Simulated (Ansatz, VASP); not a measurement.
Pd: VASP beside Ansatz

```
Pd
1.0
     0.00000    1.97371    1.97371
     1.97371    0.00000    1.97371
     1.97371    1.97371    0.00000
Pd
1
Direct
  0.00000 0.00000 0.00000
```

Alike in both runs: task single point; functional PBE; k mesh 14 × 14 × 14; occupations fermi-dirac, width 0.03 eV; collinear spin.

```csv
,VASP,Ansatz
version,VASP 6.6.1,Ansatz 0.2.0
potentials or method,"VASP PAW PBE potentials, release 64 (Pd), cutoff 520 eV","plane waves (420 eV) with PAW, scalar-relativistic"
valence electrons in the cell,10,18
```

Ansatz gave:

| Quantity | Value |
| --- | --- |
| pressure (GPa) | 0.0 |
| net moment per atom (μB) | 0.45 |
| size of the moment on the site where the two differ most (μB) | 0.46 |

**Question.** Estimate VASP's values.

**Answer.** Pressure (GPa): -0.3; net moment per atom (μB): 0.45; size of the moment on the site where the two differ most (μB): 0.45.

Site moments also hang on the region over which each program counts them. VASP's potentials hold 10 valence electrons a cell and Ansatz's 18, so a difference there can come from the potentials and not from the codes.
